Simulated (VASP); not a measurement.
Set up this calculation in VASP 6.6.1, as the native input.

- Task: single point
- Functional: r2SCAN
- Potentials or basis: VASP PAW PBE potentials, release 64 (Ca_sv, O_h)
- Cutoff: 910 eV
- k mesh: 8 × 8 × 8
- Occupations: gaussian, width 0.02 eV
- Spin: no spin polarisation
- Dipole correction: no
- Further INCAR settings: ALGO = Normal; EDIFF = 1e-06; NBANDS = 15

The system is CaO.

```xyz
2
Lattice="0.0000 2.3974 2.3974 2.3974 0.0000 2.3974 2.3974 2.3974 0.0000" Properties=species:S:1:pos:R:3 pbc="T T T"
Ca    0.0000    0.0000    0.0000
O     2.3974    2.3974    2.3974
```

One way to write it, as run:

POSCAR

```
CaO
1.0
    0.0000000000      2.3974452313      2.3974452313
    2.3974452313      0.0000000000      2.3974452313
    2.3974452313      2.3974452313      0.0000000000
Ca O
1 1
Direct
    0.0000000000      0.0000000000      0.0000000000
    0.5000000000      0.5000000000      0.5000000000
```

INCAR.step1

```
SYSTEM = CaO
PREC = Accurate
ENCUT = 910
ISMEAR = 0
SIGMA = 0.02
LREAL = .FALSE.
LASPH = .TRUE.
NELM = 120
NBANDS = 15
GGA = PE
ALGO = Normal
EDIFF = 1E-5
LWAVE = .TRUE.
LCHARG = .FALSE.
GGA_COMPAT = .FALSE.
```

INCAR.step2

```
SYSTEM = CaO
PREC = Accurate
ENCUT = 910
EDIFF = 1E-6
ISMEAR = 0
SIGMA = 0.02
LREAL = .FALSE.
LASPH = .TRUE.
NELM = 120
ALGO = Normal
ISIF = 2
LWAVE = .FALSE.
LCHARG = .TRUE.
METAGGA = R2SCAN
LMIXTAU = .TRUE.
LELF = .TRUE.
LVHAR = .TRUE.
NBANDS = 15
ISTART = 1
GGA_COMPAT = .FALSE.
```

KPOINTS

```
regular mesh
0
G
  8 8 8
  0 0 0
```

Potentials or basis: VASP PAW PBE potentials, release 64 (Ca_sv, O_h).

The run is started by

```sh
$ cat potpaw_PBE.64/Ca_sv/POTCAR potpaw_PBE.64/O_h/POTCAR > POTCAR
$ cp INCAR.step1 INCAR
$ mpirun -np 1 vasp_std > vasp.out
$ cp INCAR.step2 INCAR
$ mpirun -np 1 vasp_std > vasp.out
```

Results of the run:

The pressure is 0.9 GPa and the band gap on the k mesh is 4.19 eV (least direct gap 4.56 eV).

Caveat: the cutoff is under 1.25 times the usual one of these potentials, so pressure, stress and relaxed cells hold a basis-set (Pulay) error; the PAW data sets were made with another functional, which shifts forces and pressure a little.

Run time: 54 s on 1 thread of Intel(R) Xeon(R) 6975P-C (Granite Rapids) (shared host), peak memory 0.23 GiB.
